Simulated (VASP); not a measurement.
# Sb in VASP: a series of runs

Sb is run at these levels: PBE; tasks: single point.

Everything below comes from runs of VASP 6.6.1. Logs are shortened: lines on timing, memory, paths and dates and some standing lists are left out, and cuts for length are marked.

**1. The cell of the first run**

The structure is trigonal, space group R-3m (No. 166). Conventional cell: a = 4.308 Å, b = 4.308 Å, c = 11.274 Å, α = 90.00°, β = 90.00°, γ = 120.00°. Within 3.8 Å of Sb (site symmetry 3m) lie 6 Sb at 2.91 to 3.35 Å.

**2. Single point, PBE**

Input file INCAR:

```
SYSTEM = Sb
PREC = Accurate ; ENCUT = 520
EDIFF = 1E-7 ; ISMEAR = 0
SIGMA = 0.1 ; LREAL = .FALSE.
LASPH = .TRUE. ; NELM = 100
ALGO = Normal ; ISIF = 2
LWAVE = .FALSE. ; LCHARG = .FALSE.
GGA = PE ; NBANDS = 12
```

Input file KPOINTS:

```
regular mesh
0
G
  8 8 8
  0 0 0
```

Input file POSCAR:

```
Sb
1.0
    2.1542000000      1.2437279499      3.7580000000
   -2.1542000000      1.2437279499      3.7580000000
    0.0000000000     -2.4874558998      3.7580000000
Sb
2
Direct
    0.7665100000      0.7665100000      0.7665100000
    0.2334900000      0.2334900000      0.2334900000
```

Potentials or basis: VASP PAW PBE potentials, release 64 (Sb).

Command:

```bash
cat potpaw_PBE.64/Sb/POTCAR > POTCAR
mpirun -np 1 vasp_std > vasp.out
```

OUTCAR:

```text
SYSTEM = Sb
   PREC = Accurate
   ENCUT = 520
   EDIFF = 1E-7
   ISMEAR = 0
   LREAL = .FALSE.
   LASPH = .TRUE.
   NELM = 100
   ISIF = 2
   GGA = PE

 ion  position               nearest neighbor table
   1  0.767  0.767  0.767-   2 2.91   2 2.91   2 2.91   2 3.35   2 3.35   2 3.35
   2  0.233  0.233  0.233-   1 2.91   1 2.91   1 2.91   1 3.35   1 3.35   1 3.35

  LATTYP: Found a trigonal (rhomboedric) cell.
 ALAT       =     4.5066618304
 COS(alpha) =     0.5430253624

  Lattice vectors:

 A1 = (   2.1542000000,   1.2437279499,   3.7580000000)
 A2 = (  -2.1542000000,   1.2437279499,   3.7580000000)
 A3 = (   0.0000000000,  -2.4874558998,   3.7580000000)

Analysis of symmetry for initial positions (statically):
=====================================================================
 Subroutine PRICEL returns:
 Original cell was already a primitive cell.

 Routine SETGRP: Setting up the symmetry group for a
 trigonal (rhombohedral) supercell.

 Subroutine GETGRP returns: Found 12 space group operations
 (whereof 12 operations were pure point group operations)
 out of a pool of 12 trial point group operations.

The static configuration has the point symmetry D_3d.

Analysis of symmetry for dynamics (positions and initial velocities):
=====================================================================
 Subroutine PRICEL returns:
 Original cell was already a primitive cell.

 Routine SETGRP: Setting up the symmetry group for a
 trigonal (rhombohedral) supercell.

 Subroutine GETGRP returns: Found 12 space group operations
 (whereof 12 operations were pure point group operations)
 out of a pool of 12 trial point group operations.

The dynamic configuration has the point symmetry D_3d.

 Subroutine INISYM returns: Found 12 space group operations
 (whereof 12 operations are pure point group operations),
 and found     1 'primitive' translations

----------------------------------------------------------------------------------------

                                     Primitive cell

  volume of cell :      60.4115

  direct lattice vectors                    reciprocal lattice vectors
     2.154200000  1.243727950  3.758000000     0.232104726  0.134005726  0.088699663
    -2.154200000  1.243727950  3.758000000    -0.232104726  0.134005726  0.088699663
     0.000000000 -2.487455900  3.758000000     0.000000000 -0.268011452  0.088699663

  length of vectors
     4.506661830  4.506661830  4.506661830     0.282307932  0.282307932  0.282307932

  position of ions in fractional coordinates (direct lattice)
     0.766510000  0.766510000  0.766510000
     0.233490000  0.233490000  0.233490000

  ion indices of the primitive-cell ions
   primitive index   ion index
[... 82 lines left out ...]
   POTIM  = 0.5000    time-step for ionic-motion
   TEBEG  =    0.0;   TEEND  =   0.0 temperature during run
   PSTRESS=    0.0 pullay stress
   NELECT =      10.0000    total number of electrons
   NUPDOWN=      -1.0000    fix difference up-down
   EMIN   =  10.00;   EMAX   =-10.00  energy-range for DOS
   EFERMI =   0.00;   METHOD = LEGACY
   ISMEAR =     0;   SIGMA  =   0.10  broadening in eV -4-tet -1-fermi 0-gaus
   EFERMI_NEDOS =   21; number of points for ismear=-14 and -15
   IALGO  =     38    algorithm
   IMIX   =      4    mixing-type and parameters
     AMIX     =   0.40;   BMIX     =  1.00
     AMIX_MAG =   1.60;   BMIX_MAG =  1.00
  volume/ion in A,a.u.               =      30.21       203.84
  Fermi-wavevector in a.u.,A,eV,Ry     =   0.898880  1.698637 10.993305  0.807985
  Thomas-Fermi vector in A             =   2.021644
   LORBIT       =      0    0 simple, 1 ext, 2 COOP (PROOUT), +10 PAW based schemes
   GGA     = PE    functional components
   LHFCALC =     F    Hartree Fock is set to
   AEXX    =    0.0000 exact exchange contribution
   IVDW    =     0    specifies the selected vdW correction
   LEPSILON=     F    determine dielectric tensor
   LRPA    =     F    only Hartree local field effects (RPA)
 non-spin polarized calculation
 Gauss-broadening in eV      SIGMA  =   0.10
  energy-cutoff  :      520.00
  volume of cell :       60.41
 maximum number of plane-waves:      1638
 NGX is ok and might be reduce to    36
   NGX = 17   NGY = 17   NGZ = 17

 number of electron      10.0000000 magnetization

 Free energy of the ion-electron system (eV)
  ---------------------------------------------------
  ext. energy  EPLUGINS =         0.00000000
  ---------------------------------------------------
  free energy    TOTEN  =        -8.25725983 eV

  energy without entropy =       -8.25537003  energy(sigma->0) =       -8.25631493

 E-fermi :   7.3822     XC(G=0):  -9.5307

 val. band max:        7.3777950941   @ k =   0.3750   0.1250   0.1250
 cond. band min:       7.4207286673   @ k =   0.5000   0.5000   0.5000
 fundamental gap:      0.0429335731
 Fermi energy:         7.3822020941

 k-point     1 :       0.0000    0.0000    0.0000
  band No.  band energies     occupation
      1      -5.4392      2.00000
      2       2.4910      2.00000
      3       5.2202      2.00000
      4       5.4835      2.00000
      5       5.4835      2.00000
      6       9.3465      0.00000
      7       9.9801      0.00000
      8       9.9801      0.00000
      9      12.3695      0.00000
     10      12.3695      0.00000
     11      12.5311      0.00000
     12      13.8746      0.00000
[... 331 lines left out ...]
 k-point    24 :       0.3750    0.1250    0.1250
  band No.  band energies     occupation
      1      -4.4410      2.00000
      2      -0.2521      2.00000
      3       3.9129      2.00000
      4       5.7460      2.00000
      5       7.3778      1.04970
      6       7.4751      0.18881
      7       7.9583      0.00000
      8      10.3281      0.00000
      9      12.2791      0.00000
     10      13.2343      0.00000
     11      14.4678      0.00000
     12      16.2175      0.00000

 [... further k-points ...]
[... 5 lines left out ...]
  --------------------------------------------------------------------------------------
  -------------------------------------------------------------------------------------
  Total        1.1238435      1.1238435      0.8790479      0.0000000      0.0000000      0.0000000
  in kB       29.8055387     29.8055387     23.3132962      0.0000000      0.0000000      0.0000000
  external PRESSURE =      27.6414579 kB  Pullay stress =       0.0000000 kB

 VOLUME and BASIS-vectors are now :
 -----------------------------------------------------------------------------
  energy-cutoff  :      520.00
  volume of cell :       60.41
      direct lattice vectors                 reciprocal lattice vectors
     2.154200000  1.243727950  3.758000000     0.232104726  0.134005726  0.088699663
    -2.154200000  1.243727950  3.758000000    -0.232104726  0.134005726  0.088699663
     0.000000000 -2.487455900  3.758000000     0.000000000 -0.268011452  0.088699663

 POSITION                                       TOTAL-FORCE (eV/Angst)
 -----------------------------------------------------------------------------------
      0.00000      0.00000      8.64163         0.000000     -0.000000     -0.197090
      0.00000      0.00000      2.63237         0.000000      0.000000      0.197090
 -----------------------------------------------------------------------------------
    total drift:                                0.000000     -0.000000     -0.000000

  FREE ENERGIE OF THE ION-ELECTRON SYSTEM (eV)
  ---------------------------------------------------
  free  energy   TOTEN  =        -8.2572598343 eV

  energy  without entropy=       -8.2553700344  energy(sigma->0) =       -8.25631493
```

OSZICAR:

```text
N       E                     dE             d eps       ncg     rms          rms(c)
DAV:   1     0.354657719694E+02    0.35466E+02   -0.36115E+03  1560   0.661E+02
DAV:   2    -0.627274784665E+01   -0.41739E+02   -0.40206E+02  2084   0.107E+02
DAV:   3    -0.824151153374E+01   -0.19688E+01   -0.19597E+01  1944   0.260E+01
DAV:   4    -0.825879139629E+01   -0.17280E-01   -0.17278E-01  1776   0.293E+00
DAV:   5    -0.825900501922E+01   -0.21362E-03   -0.21362E-03  1944   0.356E-01    0.302E+00
DAV:   6    -0.825766827070E+01    0.13367E-02   -0.23750E-03  1808   0.326E-01    0.183E+00
DAV:   7    -0.825711156936E+01    0.55670E-03   -0.58161E-03  1832   0.500E-01    0.767E-02
DAV:   8    -0.825723103533E+01   -0.11947E-03   -0.15317E-04  1932   0.772E-02    0.233E-02
DAV:   9    -0.825725858054E+01   -0.27545E-04   -0.37783E-05  1792   0.365E-02    0.496E-03
DAV:  10    -0.825725935856E+01   -0.77802E-06   -0.29224E-06  1904   0.963E-03    0.133E-03
DAV:  11    -0.825725959834E+01   -0.23977E-06   -0.34055E-07  1856   0.353E-03    0.782E-04
DAV:  12    -0.825725981829E+01   -0.21995E-06   -0.37755E-08  1220   0.107E-03    0.175E-04
DAV:  13    -0.825725983429E+01   -0.16002E-07   -0.65032E-09   928   0.542E-04
   1 F= -.82572598E+01 E0= -.82563149E+01  d E =-.188980E-02
```

It took 67 s on 1 thread of Intel Xeon 8259CL, shared host; peak memory 0.22 GiB.

Results:

- Free energy: -8.2573 eV
- Pressure: 2.8 GPa
- Largest force: 0.197 eV/Å
- Band gap on the k mesh: zero (band 5 reaches 7.38 eV, above the bottom of band 6 at 7.08 eV)

Forces in eV/Å, atoms in the order of the input:
```
Sb   0.000  0.000 -0.197
Sb   0.000  0.000  0.197
```

Caveat: spin-orbit coupling is left out, which moves the levels of the heavy elements.

**3. Single point, PBE**

Input file INCAR:

```
SYSTEM = Sb
  ALGO = Normal
  EDIFF = 1E-7
  ENCUT = 520
  GGA = PE
  ISIF = 2
  ISMEAR = -1
  LASPH = .True.
  LCHARG = .False.
  LREAL = .False.
  LWAVE = .False.
  NBANDS = 12
  NELM = 60
  PREC = Accurate
  SIGMA = 0.05
```

Input file KPOINTS:

```
k-points
0
Gamma
  8 8 8
  0 0 0
```

Input file POSCAR:

```
Sb
1.0
    2.1417627205      1.2221859499      3.7580000000
   -2.1666372795      1.2652699499      3.7580000000
    0.0248745590     -2.4874558998      3.7580000000
Sb
2
Direct
    0.7659927971      0.7641766852      0.7646404264
    0.2340072029      0.2358233148      0.2353595736
```

Potentials or basis: VASP PAW PBE potentials, release 64 (Sb).

Command:

```bash
cat potpaw_PBE.64/Sb/POTCAR > POTCAR
mpirun -np 1 vasp_std > vasp.out
```

Run time: 2.1 min. Hardware: 1 thread of Intel Xeon Platinum 8259CL at 2.50GHz (Skylake/Cascade Lake), shared host; peak memory 0.31 GiB.

Results (log left out):

```yaml
Free_energy: -8.2596 eV
Pressure: 2.3 GPa
Largest_force: 0.028 eV/Å
Band_gap_on_the_k_mesh: zero (band 5 reaches 7.49 eV, above the bottom of band 6 at 6.96 eV)
```

Forces in eV/Å, atoms in the order of the input:
```
Sb   0.006  0.000 -0.027
Sb  -0.006  0.000  0.027
```

Stress tensor (GPa, compression positive):
```
 2.50  0.60 -0.47
 0.60  2.50  0.00
-0.47  0.00  1.80
```

Levels at points of the mesh, in eV from the Fermi level:
| k point | band 3 | band 4 | band 5 | band 6 | band 7 | band 8 |
| --- | --- | --- | --- | --- | --- | --- |
| (0.00, 0.00, 0.00) | -2.22 | -1.86 | -1.77 | 2.11 | 2.62 | 2.73 |
| (0.50, 0.00, 0.00) | -1.99 | -1.81 | -0.49 | -0.39 | 0.05 | 0.24 |
| (0.00, 0.50, 0.00) | -1.87 | -1.82 | -0.30 | -0.14 | 0.05 | 0.40 |
| (0.50, 0.50, 0.00) | -5.55 | -3.89 | -3.67 | 1.53 | 4.81 | 5.39 |
| (0.00, 0.00, 0.50) | -1.90 | -1.84 | -0.39 | -0.26 | 0.04 | 0.32 |
| (0.50, 0.00, 0.50) | -5.53 | -3.92 | -3.61 | 1.57 | 4.85 | 5.43 |
| (0.00, 0.50, 0.50) | -5.58 | -3.84 | -3.76 | 1.49 | 4.83 | 5.32 |
| (0.50, 0.50, 0.50) | -1.37 | -1.24 | -0.49 | -0.01 | 0.07 | 1.00 |

Caveat: spin-orbit coupling is left out, which moves the levels of the heavy elements.
